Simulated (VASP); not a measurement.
# Sn (Fd-3m) in VASP: notebook

Runs on Sn. Level: PBE. Tasks: single point.

Program: VASP 6.6.1. These are calculated values, not measurements. Logs are shortened: lines on timing, memory, paths and dates and some standing lists are left out, and cuts for length are marked.

### 1 The cell of the first run

Symmetry: Fd-3m, No. 227, cubic system. The conventional cell has a = 6.467 Å, b = 6.467 Å, c = 6.467 Å, α = 90.00°, β = 90.00°, γ = 90.00°. Sn (site symmetry -43m) has 4 Sn at 2.80 Å within 3.7 Å.

### 2 Single point, PBE

INCAR reads:

```
PREC = Accurate ; ENCUT = 520
EDIFF = 1E-7 ; ISMEAR = 0
SIGMA = 0.016 ; LREAL = False
LASPH = True ; NELM = 60
ALGO = Fast ; ISIF = 2
LWAVE = False ; LCHARG = False
GGA = PE ; NBANDS = 21
```

KPOINTS reads:

```
regular mesh
0
Gamma
  7 7 7
```

POSCAR reads:

```
Sn
1.0
    0.0000000000      3.2333428000      3.2333428000
    3.2333428000      0.0000000000      3.2333428000
    3.2333428000      3.2333428000      0.0000000000
Sn
2
Direct
    0.7500000000      0.7500000000      0.7500000000
    0.5000000000      0.5000000000      0.5000000000
```

Potentials or basis: VASP PAW PBE potentials, release 64 (Sn_d).

The run is started by

```console
cat potpaw_PBE.64/Sn_d/POTCAR > POTCAR
mpirun -np 1 vasp_std > vasp.out
```

OUTCAR:

```text
PREC = Accurate
   ENCUT = 520
   EDIFF = 1E-7
   ISMEAR = 0
   LREAL = False
   LASPH = True
   NELM = 60
   ISIF = 2
   GGA = PE

 ion  position               nearest neighbor table
   1  0.750  0.750  0.750-   2 2.80   2 2.80   2 2.80   2 2.80
   2  0.500  0.500  0.500-   1 2.80   1 2.80   1 2.80   1 2.80

  LATTYP: Found a face centered cubic cell.
 ALAT       =     6.4666856000

  Lattice vectors:

 A1 = (   0.0000000000,   3.2333428000,   3.2333428000)
 A2 = (   3.2333428000,   0.0000000000,   3.2333428000)
 A3 = (   3.2333428000,   3.2333428000,   0.0000000000)

Analysis of symmetry for initial positions (statically):
=====================================================================
 Subroutine PRICEL returns:
 Original cell was already a primitive cell.

 Routine SETGRP: Setting up the symmetry group for a
 face centered cubic supercell.

 Subroutine GETGRP returns: Found 48 space group operations
 (whereof 24 operations were pure point group operations)
 out of a pool of 48 trial point group operations.

The static configuration has the point symmetry T_d .
 The point group associated with its full space group is O_h .

Analysis of symmetry for dynamics (positions and initial velocities):
=====================================================================
 Subroutine PRICEL returns:
 Original cell was already a primitive cell.

 Routine SETGRP: Setting up the symmetry group for a
 face centered cubic supercell.

 Subroutine GETGRP returns: Found 48 space group operations
 (whereof 24 operations were pure point group operations)
 out of a pool of 48 trial point group operations.

The dynamic configuration has the point symmetry T_d .
 The point group associated with its full space group is O_h .

 Subroutine INISYM returns: Found 48 space group operations
 (whereof 24 operations are pure point group operations),
 and found     1 'primitive' translations

----------------------------------------------------------------------------------------

                                     Primitive cell

  volume of cell :      67.6060

  direct lattice vectors                    reciprocal lattice vectors
     0.000000000  3.233342800  3.233342800    -0.154638723  0.154638723  0.154638723
     3.233342800  0.000000000  3.233342800     0.154638723 -0.154638723  0.154638723
     3.233342800  3.233342800  0.000000000     0.154638723  0.154638723 -0.154638723

  length of vectors
     4.572637240  4.572637240  4.572637240     0.267842124  0.267842124  0.267842124

  position of ions in fractional coordinates (direct lattice)
     0.750000000  0.750000000  0.750000000
     0.500000000  0.500000000  0.500000000

  ion indices of the primitive-cell ions
   primitive index   ion index
                 1           1
                 2           2

----------------------------------------------------------------------------------------

 KPOINTS: regular mesh

Automatic generation of k-mesh.
 Grid dimensions read from file:
 generate k-points for:    7    7    7

 Generating k-lattice:

  Cartesian coordinates                     Fractional coordinates (reciprocal lattice)
    -0.022091246  0.022091246  0.022091246     0.142857143  0.000000000  0.000000000
     0.022091246 -0.022091246  0.022091246     0.000000000  0.142857143  0.000000000
     0.022091246  0.022091246 -0.022091246     0.000000000  0.000000000  0.142857143

  Length of vectors
     0.038263161  0.038263161  0.038263161

  Shift w.r.t. Gamma in fractional coordinates (k-lattice)
     0.000000000  0.000000000  0.000000000

 Subroutine IBZKPT returns following result:
 ===========================================

 Found     20 irreducible k-points:

 Following reciprocal coordinates:
            Coordinates               Weight
  0.000000  0.000000  0.000000      1.000000
  0.142857  0.000000  0.000000      8.000000
  0.285714  0.000000  0.000000      8.000000
  0.428571  0.000000  0.000000      8.000000
  0.142857  0.142857  0.000000      6.000000
  0.285714  0.142857  0.000000     24.000000
[... 12 lines left out ...]
 -0.428571  0.428571  0.142857     24.000000
 -0.285714  0.428571  0.142857     24.000000
   k-points           NKPTS =     20   k-points in BZ     NKDIM =     20   number of bands    NBANDS=     21
   number of dos      NEDOS =    301   number of ions     NIONS =      2
   total plane-waves  NPLWV =  46656
   dimension x,y,z NGX =    36 NGY =   36 NGZ =   36
   dimension x,y,z NGXF=    72 NGYF=   72 NGZF=   72
   ions per type =               2
   NGX,Y,Z   is equivalent  to a cutoff of  13.09, 13.09, 13.09 a.u.
   NGXF,Y,Z  is equivalent  to a cutoff of  26.18, 26.18, 26.18 a.u.
 SYSTEM =  unknown system
   PREC   = accura    normal or accurate (medium, high low for compatibility)
   ISTART =      0    job   : 0-new  1-cont  2-samecut
   ICHARG =      2    charge: 1-file 2-atom 10-const
   ISPIN  =      1    spin polarized calculation?
   LNONCOLLINEAR =      F non collinear calculations
   LSORBIT =      F    spin-orbit coupling
   LASPH  =      T    aspherical Exc in radial PAW
   ENCUT  =  520.0 eV  38.22 Ry    6.18 a.u.   8.50  8.50  8.50*2*pi/ulx,y,z
   NELM   =     60;   NELMIN=  2; NELMDL= -5     # of ELM steps
   EDIFF  = 0.1E-06   stopping-criterion for ELM
   LREAL  =      F    real-space projection
   EDIFFG = 0.1E-05   stopping-criterion for IOM
   NSW    =      0    number of steps for IOM
   IBRION =     -1    ionic relax: 0-MD 1-quasi-New 2-CG
   NFREE  =      0    steps in history (QN), initial steepest desc. (CG)
   ISIF   =      2    stress and relaxation
   ISYM   =      2    0-nonsym 1-usesym 2-fastsym
   POTIM  = 0.5000    time-step for ionic-motion
   TEBEG  =    0.0;   TEEND  =   0.0 temperature during run
   PSTRESS=    0.0 pullay stress
   NELECT =      28.0000    total number of electrons
   NUPDOWN=      -1.0000    fix difference up-down
   EMIN   =  10.00;   EMAX   =-10.00  energy-range for DOS
   EFERMI =   0.00;   METHOD = LEGACY
   ISMEAR =     0;   SIGMA  =   0.02  broadening in eV -4-tet -1-fermi 0-gaus
   EFERMI_NEDOS =   21; number of points for ismear=-14 and -15
   IALGO  =     68    algorithm
   IMIX   =      4    mixing-type and parameters
     AMIX     =   0.40;   BMIX     =  1.00
     AMIX_MAG =   1.60;   BMIX_MAG =  1.00
  volume/ion in A,a.u.               =      33.80       228.11
  Fermi-wavevector in a.u.,A,eV,Ry     =   1.220298  2.306028 20.260793  1.489126
  Thomas-Fermi vector in A             =   2.355520
   LORBIT       =      0    0 simple, 1 ext, 2 COOP (PROOUT), +10 PAW based schemes
   GGA     = PE    functional components
   LHFCALC =     F    Hartree Fock is set to
   AEXX    =    0.0000 exact exchange contribution
   IVDW    =     0    specifies the selected vdW correction
   LEPSILON=     F    determine dielectric tensor
   LRPA    =     F    only Hartree local field effects (RPA)
 non-spin polarized calculation
 RMM-DIIS sequential band-by-band and
 Gauss-broadening in eV      SIGMA  =   0.02
  energy-cutoff  :      520.00
  volume of cell :       67.61
 maximum number of plane-waves:      1841
 NGX is ok and might be reduce to    36
   NGX = 17   NGY = 17   NGZ = 17

 number of electron      28.0000008 magnetization

 Free energy of the ion-electron system (eV)
  ---------------------------------------------------
  ext. energy  EPLUGINS =         0.00000000
  ---------------------------------------------------
  free energy    TOTEN  =        -7.60975911 eV

  energy without entropy =       -7.60959139  energy(sigma->0) =       -7.60967525

 E-fermi :   5.7967     XC(G=0):  -8.9195

 val. band max:        5.4865264418   @ k =   0.1429   0.0000   0.0000
 cond. band min:       5.8043101562   @ k =   0.4286   0.0000   0.0000
 fundamental gap:      0.3177837144
 Fermi energy:         5.7966789767

 k-point     1 :       0.0000    0.0000    0.0000
  band No.  band energies     occupation
      1     -15.9466      2.00000
      2     -15.9466      2.00000
      3     -15.9466      2.00000
      4     -15.8855      2.00000
      5     -15.8855      2.00000
      6     -15.5677      2.00000
[... 13 lines left out ...]
     20      13.7430      0.00000
     21      13.7433      0.00000

 k-point     2 :       0.1429    0.0000    0.0000
  band No.  band energies     occupation
      1     -15.9601      2.00000
      2     -15.9601      2.00000
      3     -15.9416      2.00000
      4     -15.8662      2.00000
      5     -15.8662      2.00000
      6     -15.5935      2.00000
[... 13 lines left out ...]
     20      12.7669      0.00000
     21      12.7669      0.00000

 k-point     3 :       0.2857    0.0000    0.0000
  band No.  band energies     occupation
      1     -15.9761      2.00000
      2     -15.9761      2.00000
      3     -15.9303      2.00000
      4     -15.8387      2.00000
      5     -15.8387      2.00000
      6     -15.6171      2.00000
[... 13 lines left out ...]
     20      12.7858      0.00000
     21      12.7858      0.00000

 k-point     4 :       0.4286    0.0000    0.0000
  band No.  band energies     occupation
      1     -15.9830      2.00000
      2     -15.9830      2.00000
      3     -15.9206      2.00000
      4     -15.8248      2.00000
      5     -15.8248      2.00000
      6     -15.6274      2.00000
[... 13 lines left out ...]
     20      14.0543      0.00000
     21      14.0543      0.00000

 k-point     5 :       0.1429    0.1429    0.0000
  band No.  band energies     occupation
      1     -15.9578      2.00000
      2     -15.9578      2.00000
      3     -15.9555      2.00000
      4     -15.8689      2.00000
      5     -15.8449      2.00000
      6     -15.6324      2.00000
[... 13 lines left out ...]
     20      12.0231      0.00000
     21      13.9697      0.00000

 k-point     6 :       0.2857    0.1429    0.0000
  band No.  band energies     occupation
      1     -15.9823      2.00000
      2     -15.9719      2.00000
      3     -15.9358      2.00000
      4     -15.8445      2.00000
      5     -15.8116      2.00000
      6     -15.6672      2.00000
[... 13 lines left out ...]
     20      13.1407      0.00000
     21      13.7692      0.00000

 k-point     7 :       0.4286    0.1429    0.0000
  band No.  band energies     occupation
      1     -16.0000      2.00000
      2     -15.9839      2.00000
      3     -15.9074      2.00000
      4     -15.8192      2.00000
      5     -15.7973      2.00000
      6     -15.6754      2.00000
[... 13 lines left out ...]
     20      14.2007      0.00000
     21      14.6562      0.00000
[... 195 lines left out ...]
      1     -16.0118      2.00000
      2     -15.9996      2.00000
      3     -15.8603      2.00000
      4     -15.8265      2.00000
      5     -15.7251      2.00000
      6     -15.7158      2.00000
[... 13 lines left out ...]
     20      14.8281      0.00000
     21      16.1011      0.00000

 k-point    17 :       0.4286    0.2857    0.1429
  band No.  band energies     occupation
      1     -15.9950      2.00000
      2     -15.9933      2.00000
      3     -15.9063      2.00000
      4     -15.8208      2.00000
      5     -15.7761      2.00000
      6     -15.7037      2.00000
[... 13 lines left out ...]
     20      14.1055      0.00000
     21      14.7771      0.00000

 k-point    18 :      -0.4286    0.2857    0.1429
  band No.  band energies     occupation
      1     -16.0146      2.00000
      2     -15.9998      2.00000
      3     -15.8694      2.00000
      4     -15.7936      2.00000
      5     -15.7610      2.00000
      6     -15.7129      2.00000
[... 13 lines left out ...]
     20      14.2037      0.00000
     21      14.8980      0.00000

 k-point    19 :      -0.4286    0.4286    0.1429
  band No.  band energies     occupation
      1     -16.0102      2.00000
      2     -16.0078      2.00000
      3     -15.8616      2.00000
      4     -15.7896      2.00000
      5     -15.7586      2.00000
      6     -15.7002      2.00000
[... 13 lines left out ...]
     20      14.7988      0.00000
     21      16.0802      0.00000

 k-point    20 :      -0.2857    0.4286    0.1429
  band No.  band energies     occupation
      1     -16.0218      2.00000
      2     -16.0087      2.00000
      3     -15.8369      2.00000
      4     -15.7670      2.00000
      5     -15.7478      2.00000
      6     -15.7145      2.00000
[... 13 lines left out ...]
     20      14.5171      0.00000
     21      16.3114      0.00000

------------------------ aborting loop because EDIFF is reached ----------------------------------------

  FORCE on cell =-STRESS in cart. coord.  units (eV):
  Direction    XX          YY          ZZ          XY          YZ          ZX
  --------------------------------------------------------------------------------------
  -------------------------------------------------------------------------------------
  Total        1.5856800      1.5856800      1.5856800     -0.0000000      0.0000000      0.0000000
  in kB       37.5786248     37.5786248     37.5786248     -0.0000000      0.0000000      0.0000000
  external PRESSURE =      37.5786248 kB  Pullay stress =       0.0000000 kB

 VOLUME and BASIS-vectors are now :
 -----------------------------------------------------------------------------
  energy-cutoff  :      520.00
  volume of cell :       67.61
      direct lattice vectors                 reciprocal lattice vectors
     0.000000000  3.233342800  3.233342800    -0.154638723  0.154638723  0.154638723
     3.233342800  0.000000000  3.233342800     0.154638723 -0.154638723  0.154638723
     3.233342800  3.233342800  0.000000000     0.154638723  0.154638723 -0.154638723

 POSITION                                       TOTAL-FORCE (eV/Angst)
 -----------------------------------------------------------------------------------
      4.85001      4.85001      4.85001        -0.000000     -0.000000      0.000000
      3.23334      3.23334      3.23334         0.000000      0.000000     -0.000000
 -----------------------------------------------------------------------------------
    total drift:                                0.000000      0.000000      0.000000

  FREE ENERGIE OF THE ION-ELECTRON SYSTEM (eV)
  ---------------------------------------------------
  free  energy   TOTEN  =        -7.6097591102 eV

  energy  without entropy=       -7.6095913916  energy(sigma->0) =       -7.60967525
```

Wall time 26 s (1 thread of Intel Xeon Platinum 8488C (Sapphire Rapids), shared host); peak memory 0.2 GiB.

What came out:

```
Free energy            : -7.6098 eV
Pressure               : 3.8 GPa
Band gap on the k mesh : zero (band 14 reaches 5.84 eV, above the bottom of band 15 at 5.80 eV)
```

Caveat: spin-orbit coupling is left out, which moves the levels of the heavy elements.

[end of part 1 of 2]
